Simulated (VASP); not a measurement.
# LiH (F-43m) in VASP: a series of runs

The runs below take LiH through single point, relaxation of cell and atoms, with HSE06, PBE.

All numbers are computed with VASP 6.6.1; they aren't measurements. Logs are shortened: lines on timing, memory, paths and dates and some standing lists are left out, and cuts for length are marked.

## Step 1: The cell of the first run

Symmetry: F-43m, No. 216, cubic system. Conventional cell: a = 4.272 Å, b = 4.272 Å, c = 4.272 Å, α = 90.00°, β = 90.00°, γ = 90.00°. Within 2.5 Å of Li (site symmetry -43m) lie 4 H at 1.85 Å. H (site symmetry -43m) has 4 Li at 1.85 Å within 2.5 Å.

## Step 2: Single point, HSE06

POSCAR reads:

```
LiH
1.0
    0.0000000000      2.1362423524      2.1362423524
    2.1362423524      0.0000000000      2.1362423524
    2.1362423524      2.1362423524      0.0000000000
Li H
1 1
Direct
    0.0000000000      0.0000000000      0.0000000000
    0.2500000000      0.2500000000      0.2500000000
```

INCAR.step1 reads:

```
ALGO = Normal
EDIFF = 1E-5
ENCUT = 520
GGA = PE
ISIF = 2
ISMEAR = -1
LASPH = T
LCHARG = F
LREAL = F
LWAVE = T
NBANDS = 9
NELM = 100
PREC = Accurate
SIGMA = 0.02
```

INCAR.step2 reads:

```
ALGO = Normal
EDIFF = 1E-7
ENCUT = 520
GGA = PE
HFSCREEN = 0.2079
ISIF = 2
ISMEAR = -1
ISTART = 1
LASPH = T
LCHARG = F
LHFCALC = T
LREAL = F
LWAVE = F
NBANDS = 9
NELM = 100
PREC = Accurate
PRECFOCK = Normal
SIGMA = 0.02
```

KPOINTS reads:

```
k-points
0
Gamma
  6 6 6
```

Potentials or basis: VASP PAW PBE potentials, release 64 (Li_sv, H).

Started as:

```console
cat potpaw_PBE.64/Li_sv/POTCAR potpaw_PBE.64/H/POTCAR > POTCAR
cp INCAR.step1 INCAR
mpirun -np 1 vasp_std > vasp.out
cp INCAR.step2 INCAR
mpirun -np 1 vasp_std > vasp.out
```

OUTCAR:

```text
EDIFF = 1E-7
   ENCUT = 520
   GGA = PE
   HFSCREEN = 0.2079
   ISIF = 2
   ISMEAR = -1
   ISTART = 1
   LASPH = T
   LHFCALC = T
   LREAL = F
   NELM = 100
   PREC = Accurate
   PRECFOCK = Normal

 ion  position               nearest neighbor table
   1  0.000  0.000  0.000-
   2  0.250  0.250  0.250-

  LATTYP: Found a face centered cubic cell.
 ALAT       =     4.2724847048

  Lattice vectors:

 A1 = (   0.0000000000,   2.1362423524,   2.1362423524)
 A2 = (   2.1362423524,   0.0000000000,   2.1362423524)
 A3 = (   2.1362423524,   2.1362423524,   0.0000000000)

Analysis of symmetry for initial positions (statically):
=====================================================================
 Subroutine PRICEL returns:
 Original cell was already a primitive cell.

 Routine SETGRP: Setting up the symmetry group for a
 face centered cubic supercell.

 Subroutine GETGRP returns: Found 24 space group operations
 (whereof 24 operations were pure point group operations)
 out of a pool of 48 trial point group operations.

The static configuration has the point symmetry T_d .

Analysis of symmetry for dynamics (positions and initial velocities):
=====================================================================
 Subroutine PRICEL returns:
 Original cell was already a primitive cell.

 Routine SETGRP: Setting up the symmetry group for a
 face centered cubic supercell.

 Subroutine GETGRP returns: Found 24 space group operations
 (whereof 24 operations were pure point group operations)
 out of a pool of 48 trial point group operations.

The dynamic configuration has the point symmetry T_d .

 Subroutine INISYM returns: Found 24 space group operations
 (whereof 24 operations are pure point group operations),
 and found     1 'primitive' translations

----------------------------------------------------------------------------------------

                                     Primitive cell

  volume of cell :      19.4976

  direct lattice vectors                    reciprocal lattice vectors
     0.000000000  2.136242352  2.136242352    -0.234055841  0.234055841  0.234055841
     2.136242352  0.000000000  2.136242352     0.234055841 -0.234055841  0.234055841
     2.136242352  2.136242352  0.000000000     0.234055841  0.234055841 -0.234055841

  length of vectors
     3.021102907  3.021102907  3.021102907     0.405396608  0.405396608  0.405396608

  position of ions in fractional coordinates (direct lattice)
     0.000000000  0.000000000  0.000000000
     0.250000000  0.250000000  0.250000000

  ion indices of the primitive-cell ions
   primitive index   ion index
                 1           1
                 2           2

----------------------------------------------------------------------------------------

 KPOINTS: k-points

Automatic generation of k-mesh.
 Grid dimensions read from file:
 generate k-points for:    6    6    6

 Generating k-lattice:

  Cartesian coordinates                     Fractional coordinates (reciprocal lattice)
    -0.039009307  0.039009307  0.039009307     0.166666667  0.000000000  0.000000000
     0.039009307 -0.039009307  0.039009307     0.000000000  0.166666667  0.000000000
     0.039009307  0.039009307 -0.039009307     0.000000000  0.000000000  0.166666667

  Length of vectors
     0.067566101  0.067566101  0.067566101

  Shift w.r.t. Gamma in fractional coordinates (k-lattice)
     0.000000000  0.000000000  0.000000000

 Subroutine IBZKPT returns following result:
 ===========================================

 Found     16 irreducible k-points:

 Following reciprocal coordinates:
            Coordinates               Weight
  0.000000  0.000000  0.000000      1.000000
  0.166667  0.000000  0.000000      8.000000
  0.333333  0.000000  0.000000      8.000000
  0.500000  0.000000  0.000000      4.000000
  0.166667  0.166667  0.000000      6.000000
  0.333333  0.166667  0.000000     24.000000
[... 8 lines left out ...]
 -0.333333  0.333333  0.166667     24.000000
 -0.333333  0.500000  0.166667     12.000000
   k-points           NKPTS =     16   k-points in BZ     NKDIM =    216   number of bands    NBANDS=      9
   number of dos      NEDOS =    301   number of ions     NIONS =      2
   total plane-waves  NPLWV =  13824
   dimension x,y,z NGX =    24 NGY =   24 NGZ =   24
   dimension x,y,z NGXF=    48 NGYF=   48 NGZF=   48
   ions per type =               1   1
   NGX,Y,Z   is equivalent  to a cutoff of  13.21, 13.21, 13.21 a.u.
   NGXF,Y,Z  is equivalent  to a cutoff of  26.41, 26.41, 26.41 a.u.
 SYSTEM =  unknown system
   PREC   = accura    normal or accurate (medium, high low for compatibility)
   ISTART =      1    job   : 0-new  1-cont  2-samecut
   ICHARG =      0    charge: 1-file 2-atom 10-const
   ISPIN  =      1    spin polarized calculation?
   LNONCOLLINEAR =      F non collinear calculations
   LSORBIT =      F    spin-orbit coupling
   LASPH  =      T    aspherical Exc in radial PAW
   ENCUT  =  520.0 eV  38.22 Ry    6.18 a.u.   5.62  5.62  5.62*2*pi/ulx,y,z
   NELM   =    100;   NELMIN=  2; NELMDL=  0     # of ELM steps
   EDIFF  = 0.1E-06   stopping-criterion for ELM
   LREAL  =      F    real-space projection
   EDIFFG = 0.1E-05   stopping-criterion for IOM
   NSW    =      0    number of steps for IOM
   IBRION =     -1    ionic relax: 0-MD 1-quasi-New 2-CG
   NFREE  =      0    steps in history (QN), initial steepest desc. (CG)
   ISIF   =      2    stress and relaxation
   ISYM   =      3    0-nonsym 1-usesym 2-fastsym
   POTIM  = 0.5000    time-step for ionic-motion
   TEBEG  =    0.0;   TEEND  =   0.0 temperature during run
   PSTRESS=    0.0 pullay stress
   NELECT =       4.0000    total number of electrons
   NUPDOWN=      -1.0000    fix difference up-down
   EMIN   =  10.00;   EMAX   =-10.00  energy-range for DOS
   EFERMI =   0.00;   METHOD = LEGACY
   ISMEAR =    -1;   SIGMA  =   0.02  broadening in eV -4-tet -1-fermi 0-gaus
   EFERMI_NEDOS =   21; number of points for ismear=-14 and -15
   IALGO  =     38    algorithm
   IMIX   =      1    mixing-type and parameters
     AMIX     =   0.40;   BMIX     =  1.00
     AMIX_MAG =   1.60;   BMIX_MAG =  1.00
  volume/ion in A,a.u.               =       9.75        65.79
  Fermi-wavevector in a.u.,A,eV,Ry     =   0.965534  1.824595 12.684116  0.932256
  Thomas-Fermi vector in A             =   2.095259
   LORBIT       =      0    0 simple, 1 ext, 2 COOP (PROOUT), +10 PAW based schemes
   GGA     = PE    functional components
   LHFCALC =     T    Hartree Fock is set to
   PRECFOCK=normal    Normal, Fast or Accurate (Low or Medium for compatibility)
   ENCUT4O =  -1.0   cutoff for four orbital integrals eV
   NKREDX  =     1    reduce k-point grid by
   NKREDY  =     1    reduce k-point grid by
   NKREDZ  =     1    reduce k-point grid by
   AEXX    =    0.2500 exact exchange contribution
   HFSCREEN=    0.2079 screening length (either q_TF or 0.3 A-1)
   HFSCREENC=   0.2079 screening length for correlation (either q_TF or 0.3 A-1)
   ENCUTFOCK=  -1.0 apply spherical cutoff to Coloumb kernel
   IVDW    =     0    specifies the selected vdW correction
   LEPSILON=     F    determine dielectric tensor
   LRPA    =     F    only Hartree local field effects (RPA)
 non-spin polarized calculation
  energy-cutoff  :      520.00
  volume of cell :       19.50
 maximum number of plane-waves:       544
 NGX is ok and might be reduce to    24
  NGX = 18; NGY = 18; NGZ = 18

 number of electron       3.9999993 magnetization

 Free energy of the ion-electron system (eV)
  ---------------------------------------------------
  ext. energy  EPLUGINS =         0.00000000
  ---------------------------------------------------
  free energy    TOTEN  =        -6.68281976 eV

  energy without entropy =       -6.68281976  energy(sigma->0) =       -6.68281976

 E-fermi :  -1.8911     XC(G=0):  -6.5078

 val. band max:       -2.4866983170   @ k =  -0.3333   0.5000   0.1667
 cond. band min:       2.8816469139   @ k =   0.5000   0.0000   0.0000
 fundamental gap:      5.3683452309
 Fermi energy:        -1.8911353972

 k-point     1 :       0.0000    0.0000    0.0000
  band No.  band energies     occupation
      1     -48.6166      2.00000
      2      -6.5723      2.00000
      3      12.3970      0.00000
      4      16.6021      0.00000
      5      16.6021      0.00000
      6      16.6021      0.00000
      7      19.1635      0.00000
      8      19.1635      0.00000
      9      19.1635      0.00000

 k-point     2 :       0.1667    0.0000    0.0000
  band No.  band energies     occupation
      1     -48.6099      2.00000
      2      -6.0705      2.00000
      3       9.6726      0.00000
      4      15.0403      0.00000
      5      15.4584      0.00000
      6      15.4584      0.00000
      7      20.7065      0.00000
      8      20.7065      0.00000
      9      22.7422      0.00000

 k-point     3 :       0.3333    0.0000    0.0000
  band No.  band energies     occupation
      1     -48.5962      2.00000
      2      -4.6944      2.00000
      3       5.1504      0.00000
      4      14.5467      0.00000
      5      14.5467      0.00000
      6      15.3044      0.00000
      7      19.2127      0.00000
      8      19.2127      0.00000
      9      21.6170      0.00000

 k-point     4 :       0.5000    0.0000    0.0000
  band No.  band energies     occupation
      1     -48.5895      2.00000
      2      -3.5732      2.00000
      3       2.8816      0.00000
      4      14.3332      0.00000
      5      14.3332      0.00000
      6      15.3752      0.00000
      7      18.1866      0.00000
      8      18.1866      0.00000
      9      21.9651      0.00000

 k-point     5 :       0.1667    0.1667    0.0000
  band No.  band energies     occupation
      1     -48.6077      2.00000
      2      -5.9069      2.00000
      3      10.2089      0.00000
      4      13.3454      0.00000
      5      13.3454      0.00000
      6      16.3343      0.00000
      7      18.4812      0.00000
      8      22.7345      0.00000
      9      23.5743      0.00000

 k-point     6 :       0.3333    0.1667    0.0000
  band No.  band energies     occupation
      1     -48.5964      2.00000
      2      -4.8152      2.00000
      3       6.7020      0.00000
      4      12.2292      0.00000
      5      12.6402      0.00000
      6      14.8349      0.00000
      7      18.2487      0.00000
      8      23.5472      0.00000
      9      23.5543      0.00000
[... 73 lines left out ...]
 k-point    13 :       0.5000    0.5000    0.0000
  band No.  band energies     occupation
      1     -48.5810      2.00000
      2      -2.7604      2.00000
      3       5.9799      0.00000
      4       8.9380      0.00000
      5       9.8098      0.00000
      6       9.8098      0.00000
      7      17.7003      0.00000
      8      28.1816      0.00000
      9      32.2991      0.00000

 k-point    14 :       0.5000    0.3333    0.1667
  band No.  band energies     occupation
      1     -48.5875      2.00000
      2      -3.6217      2.00000
      3       5.1527      0.00000
      4       9.0557      0.00000
      5      11.4900      0.00000
      6      15.7684      0.00000
      7      18.2349      0.00000
      8      22.9278      0.00000
      9      26.7087      0.00000

 k-point    15 :      -0.3333    0.3333    0.1667
  band No.  band energies     occupation
      1     -48.5830      2.00000
      2      -2.7255      2.00000
      3       3.9003      0.00000
      4       8.0062      0.00000
      5      10.7919      0.00000
      6      16.5145      0.00000
      7      19.3867      0.00000
      8      22.5573      0.00000
      9      25.2760      0.00000

 k-point    16 :      -0.3333    0.5000    0.1667
  band No.  band energies     occupation
      1     -48.5809      2.00000
      2      -2.4867      2.00000
      3       5.7222      0.00000
      4       5.7431      0.00000
      5      10.0216      0.00000
      6      15.1606      0.00000
      7      18.8543      0.00000
      8      23.3086      0.00000
      9      27.5220      0.00000

------------------------ aborting loop because EDIFF is reached ----------------------------------------

  FORCE on cell =-STRESS in cart. coord.  units (eV):
  Direction    XX          YY          ZZ          XY          YZ          ZX
  --------------------------------------------------------------------------------------
  -------------------------------------------------------------------------------------
  Total       -0.0115851     -0.0115851     -0.0115851      0.0000000     -0.0000000      0.0000000
  in kB       -0.9519794     -0.9519794     -0.9519794      0.0000000     -0.0000000      0.0000000
  external PRESSURE =      -0.9519794 kB  Pullay stress =       0.0000000 kB

 VOLUME and BASIS-vectors are now :
 -----------------------------------------------------------------------------
  energy-cutoff  :      520.00
  volume of cell :       19.50
      direct lattice vectors                 reciprocal lattice vectors
     0.000000000  2.136242352  2.136242352    -0.234055841  0.234055841  0.234055841
     2.136242352  0.000000000  2.136242352     0.234055841 -0.234055841  0.234055841
     2.136242352  2.136242352  0.000000000     0.234055841  0.234055841 -0.234055841

 POSITION                                       TOTAL-FORCE (eV/Angst)
 -----------------------------------------------------------------------------------
      0.00000      0.00000      0.00000         0.000000      0.000000     -0.000000
      1.06812      1.06812      1.06812        -0.000000     -0.000000      0.000000
 -----------------------------------------------------------------------------------
    total drift:                                0.000001      0.000000      0.000001

  FREE ENERGIE OF THE ION-ELECTRON SYSTEM (eV)
  ---------------------------------------------------
  free  energy   TOTEN  =        -6.6828197649 eV

  energy  without entropy=       -6.6828197649  energy(sigma->0) =       -6.68281976
```

It took 1.7 min on 1 thread of Intel Xeon Platinum 8488C (Sapphire Rapids), shared host; peak memory 0.23 GiB.

Results:

```
Free energy            : -6.6828 eV
Band gap on the k mesh : 5.37 eV, indirect (least direct gap 6.45 eV)
```

Caveat: the k points lie up to 0.42 Å⁻¹ apart; the cutoff is under 1.25 times the usual one of these potentials, so pressure, stress and relaxed cells hold a basis-set (Pulay) error; the PAW data sets were made with another functional, which shifts forces and pressure a little. A k mesh can miss the band edges.

[end of part 1 of 2]
